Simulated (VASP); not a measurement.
# Zr3SiO (P4/mmm) in VASP: further runs, part 2 of 2

VASP 6.6.1. The steps go on from the part before.

## Step 3: Single point, PBE

This run uses another cell than the first one, of 19.07 Å³/atom.

File INCAR:

```
PREC     = Accurate       # precision mode
ENCUT    = 520            # plane-wave cutoff, eV
EDIFF    = 1E-6           # SCF threshold, eV
ISMEAR   = 0              # smearing method
SIGMA    = 0.1            # smearing width, eV
LREAL    = False          # projectors in reciprocal space
LASPH    = True           # aspherical terms in the spheres
NELM     = 60             # most SCF steps
ALGO     = Normal         # electronic algorithm
ISIF     = 2              # what is computed and relaxed
LWAVE    = False          # write WAVECAR
LCHARG   = True           # write CHGCAR
GGA      = PE             # functional
LELF     = True           # ELF
LVHAR    = True         
NBANDS   = 31             # bands
```

File KPOINTS:

```
regular mesh
0
Gamma
  6 6 4
```

File POSCAR:

```
Zr3SiO
1.0
    3.0639450906      0.0000000000      0.0000000000
    0.0000000000      3.0639450906      0.0000000000
    0.0000000000      0.0000000000     10.1591562036
Zr Si O
3 1 1
Direct
    0.0000000000      0.0000000000      0.0000000000
    0.0000000000      0.0000000000      0.3243180869
    0.0000000000      0.0000000000      0.6756819131
    0.5000000000      0.5000000000      0.5000000000
    0.5000000000      0.5000000000      0.0000000000
```

Potentials or basis: VASP PAW PBE potentials, release 64 (Zr_sv, Si, O).

The run is started by

```sh
$ cat potpaw_PBE.64/Zr_sv/POTCAR potpaw_PBE.64/Si/POTCAR potpaw_PBE.64/O/POTCAR > POTCAR
$ mpirun -np 1 vasp_std > vasp.out
```

It took 33 s on 1 thread of Intel Xeon 6975P-C (Granite Rapids), shared host; peak memory 0.24 GiB.

The run converged. Its results:

- Free energy: -40.3290 eV
- Pressure: -0.2 GPa
- Largest force: 0.013 eV/Å
- Band gap on the k mesh: zero (bands 23 and 24 overlap by 0.65 eV)

Forces in eV/Å, atoms in the order of the input:
```
Zr   0.000  0.000  0.000
Zr   0.000  0.000 -0.013
Zr   0.000  0.000  0.013
Si   0.000  0.000  0.000
O    0.000  0.000  0.000
```

Stress tensor (GPa, compression positive):
```
-0.25  0.00  0.00
 0.00 -0.25  0.00
 0.00  0.00 -0.09
```

Levels at points of the mesh, in eV from the Fermi level:
```tsv
k point	band 19	band 20	band 21	band 22	band 23	band 24	band 25	band 26	band 27	band 28
(0.00, 0.00, 0.00)	-2.94	-2.20	-2.10	-1.73	-1.35	0.32	0.80	0.80	2.13	2.19
(0.50, 0.00, 0.00)	-2.42	-1.61	-0.83	-0.44	-0.36	0.16	1.00	1.28	1.77	2.58
(0.50, 0.50, 0.00)	-4.16	-3.72	-1.11	-1.11	-0.88	0.73	0.74	0.74	1.76	2.41
(0.00, 0.00, 0.50)	-2.40	-2.29	-2.18	-1.78	-1.32	0.04	0.76	0.76	2.04	2.56
(0.50, 0.00, 0.50)	-2.45	-1.73	-0.72	-0.60	-0.19	0.02	1.00	1.59	1.77	2.36
(0.50, 0.50, 0.50)	-4.19	-3.80	-0.69	-0.69	-0.47	-0.08	-0.08	0.41	0.81	3.43
```

## Step 4: Single point, PBE

This run uses another cell than the first one, of 19.05 Å³/atom.

File INCAR:

```
  PREC = Accurate
  ENCUT = 520
  EDIFF = 1E-7
  ISMEAR = 0
  SIGMA = 0.1
  LREAL = False
  LASPH = True
  NELM = 80
  ALGO = Normal
  ISIF = 2
  LWAVE = False
  LCHARG = True
  GGA = PE
  LELF = True
  LVHAR = True
  NBANDS = 31
```

File KPOINTS:

```
regular mesh
0
Gamma
  12 12 4
```

File POSCAR:

```
Zr3SiO
1.0
    3.0584110532      0.0000000000      0.0000000000
    0.0000000000      3.0584110532      0.0000000000
    0.0000000000      0.0000000000     10.1855476718
Zr Si O
3 1 1
Direct
    0.0000000000      0.0000000000      0.0000000000
    0.0000000000      0.0000000000      0.3241933957
    0.0000000000      0.0000000000      0.6758066043
    0.5000000000      0.5000000000      0.5000000000
    0.5000000000      0.5000000000      0.0000000000
```

The run is started by

```sh
$ cat potpaw_PBE.64/Zr_sv/POTCAR potpaw_PBE.64/Si/POTCAR potpaw_PBE.64/O/POTCAR > POTCAR
$ mpirun -np 1 vasp_std > vasp.out
```

Run time: 92 s. Hardware: 1 thread of Intel Xeon 6975P-C (Granite Rapids), shared host; peak memory 0.34 GiB.

Results (log left out):

```
Free energy            : -40.3151 eV
Pressure               : 0.1 GPa
Largest force          : 0.004 eV/Å
Band gap on the k mesh : zero (bands 23 and 24 overlap by 0.78 eV)
```

Forces on the atoms (eV/Å):
```
Zr   0.000  0.000  0.000
Zr   0.000  0.000 -0.004
Zr   0.000  0.000  0.004
Si   0.000  0.000  0.000
O    0.000  0.000  0.000
```

Stress tensor (GPa, compression positive):
```
 0.11  0.00  0.00
 0.00  0.11  0.00
 0.00  0.00 -0.01
```

Levels at points of the mesh, in eV from the Fermi level:
```
           k point  band 20  band 21  band 22  band 23  band 24  band 25  band 26  band 27
(0.00, 0.00, 0.00)    -2.28    -2.08    -1.71    -1.32     0.34     0.85     0.85     2.11
(0.50, 0.00, 0.00)    -1.57    -0.80    -0.42    -0.30     0.21     1.06     1.32     1.82
(0.50, 0.50, 0.00)    -3.70    -1.10    -1.10    -0.85     0.72     0.72     0.74     1.76
(0.00, 0.00, 0.50)    -2.27    -2.27    -1.75    -1.30     0.06     0.81     0.81     2.02
(0.50, 0.00, 0.50)    -1.69    -0.69    -0.56    -0.13     0.06     1.06     1.64     1.82
(0.50, 0.50, 0.50)    -3.77    -0.71    -0.71    -0.44    -0.06    -0.06     0.45     0.81
```

## Step 5: Relaxation of cell and atoms, PBE

File INCAR:

```
PREC = Accurate ; ENCUT = 600
EDIFF = 1E-7 ; ISMEAR = 0
SIGMA = 0.1 ; LREAL = F
LASPH = T ; NELM = 60
ALGO = Normal ; ISIF = 3
LWAVE = F ; LCHARG = F
GGA = PE ; IBRION = 2
NSW = 90 ; EDIFFG = -0.04
```

File KPOINTS:

```
regular mesh
0
Gamma
  6 6 4
```

File POSCAR:

```
Zr3SiO
1.0
    3.2771903500      0.0000000000      0.0000000000
    0.0000000000      3.2771903500      0.0000000000
    0.0000000000      0.0000000000      7.2872258800
Zr Si O
3 1 1
Direct
    0.0000000000      0.0000000000      0.0000000000
    0.0000000000      0.0000000000      0.3384904600
    0.0000000000      0.0000000000      0.6615095400
    0.5000000000      0.5000000000      0.5000000000
    0.5000000000      0.5000000000      0.0000000000
```

The run is started by

```sh
$ cat potpaw_PBE.64/Zr_sv/POTCAR potpaw_PBE.64/Si/POTCAR potpaw_PBE.64/O/POTCAR > POTCAR
$ mpirun -np 1 vasp_std > vasp.out
```

Wall time 7.2 min (1 thread of Intel Xeon 6975P-C (Granite Rapids), shared host); peak memory 0.25 GiB.

The run converged. Its results:

| Property | Result |
| --- | --- |
| Free energy | -40.2344 eV |
| Relaxed volume | 18.69 Å³/atom |
| Relaxed cell | a = 3.067 Å, b = 3.067 Å, c = 9.934 Å, α = 90.00°, β = 90.00°, γ = 90.00° |
| Space group after relaxing (to 0.1 Å) | P4/mmm (No. 123) |
| Energy gained by relaxing | 725.3 meV/atom |
| Ionic steps | 15 |
| Pressure after relaxing | 0.3 GPa |
| Largest force after relaxing | 0.017 eV/Å |
| Band gap on the k mesh | zero (bands 23 and 24 overlap by 0.64 eV) |

Forces in eV/Å, atoms in the order of the input:
```
Zr   0.000  0.000  0.000
Zr   0.000  0.000 -0.017
Zr   0.000  0.000  0.017
Si   0.000  0.000  0.000
O    0.000  0.000  0.000
```

Stress tensor (GPa, compression positive):
```
0.32 0.00 0.00
0.00 0.32 0.00
0.00 0.00 0.22
```

Step by step:
| step | energy change (eV) | largest force (eV/Å) | pressure (GPa) | volume (Å³) |
| --- | --- | --- | --- | --- |
| 1 | 0.0000 | 1.0143 | 27.47 | 78.26 |
| 2 | -1.6867 | 1.3285 | -14.42 | 111.83 |
| 3 | -2.2101 | 0.8255 | -5.46 | 98.92 |
| 4 | -3.0101 | 0.7215 | -0.24 | 95.38 |
| 5 | -3.1869 | 2.0474 | 4.82 | 92.88 |
| 6 | -2.3817 | 3.0280 | 22.76 | 87.00 |
| 7 | -3.1810 | 2.2264 | 6.23 | 92.32 |
| 8 | -3.4468 | 0.6068 | 0.14 | 97.17 |
| 9 | -3.4774 | 0.9562 | 1.18 | 96.11 |
| 10 | -3.5394 | 0.7154 | -1.29 | 96.89 |
| 11 | -3.5483 | 0.5621 | -2.70 | 97.37 |
| 12 | -3.5955 | 0.3979 | -1.30 | 95.29 |
| 13 | -3.6075 | 0.2338 | 0.06 | 93.53 |
| 14 | -3.6226 | 0.1177 | 0.16 | 93.50 |
| 15 | -3.6265 | 0.0173 | 0.29 | 93.47 |

Final structure:
```
Zr Si O
1.0
     3.06733    0.00000    0.00000
     0.00000    3.06733    0.00000
     0.00000    0.00000    9.93424
Zr Si O
3 1 1
Direct
  0.00000 0.00000 0.00000
  0.00000 0.00000 0.32244
  0.00000 0.00000 0.67756
  0.50000 0.50000 0.50000
  0.50000 0.50000 0.00000
```

Levels at points of the mesh, in eV from the Fermi level:
```
           k point  band 20  band 21  band 22  band 23  band 24  band 25  band 26  band 27
(0.00, 0.00, 0.00)    -2.18    -2.12    -1.71    -1.32     0.49     0.75     0.75     2.11
(0.50, 0.00, 0.00)    -1.59    -0.88    -0.41    -0.38     0.18     0.95     1.77     2.53
(0.50, 0.50, 0.00)    -3.70    -1.20    -1.20    -0.99     0.83     0.89     0.89     1.83
(0.00, 0.00, 0.50)    -2.28    -2.15    -1.78    -1.27     0.19     0.68     0.68     2.56
(0.50, 0.00, 0.50)    -1.73    -0.69    -0.65    -0.22     0.04     0.95     1.65     1.78
(0.50, 0.50, 0.50)    -3.81    -0.76    -0.76    -0.49    -0.05    -0.05     0.29     0.93
```

Caveat: the volume moved by over 15 % at a fixed basis, so the end points are rough.

## Step 6: Overview

```csv
task,cell,k mesh,cutoff (eV),gap on the mesh (eV),pressure (GPa),largest force (eV/Å)
single point,"a = 3.277, b = 3.277, c = 7.287 Å, 5 atoms, atomic positions A",6 × 6 × 4,520,none,27.5,1.02
single point,"a = 3.064, b = 3.064, c = 10.159 Å, 5 atoms, atomic positions B",6 × 6 × 4,520,none,-0.2,0.01
single point,"a = 3.058, b = 3.058, c = 10.186 Å, 5 atoms, atomic positions B",12 × 12 × 4,520,none,0.1,-
relaxation of cell and atoms,"relaxed from a = 3.277, b = 3.277, c = 7.287 Å, 5 atoms, atomic positions A",6 × 6 × 4,600,none,0.3,0.02
```

Alike in all rows: level PBE; potentials or basis VASP PAW PBE potentials, release 64 (Zr_sv, Si, O); no spin polarisation; smearing gaussian 0.1 eV.

Caveats: the cell stands under pressure (at least some runs); forces of over 1 eV/Å act on the atoms, so gaps and moduli don't describe the material at rest (at least some runs); the volume moved by over 15 % at a fixed basis, so the end points are rough (at least some runs).

Total energies depend on the potentials used, so only differences within one code and one set of settings carry meaning.
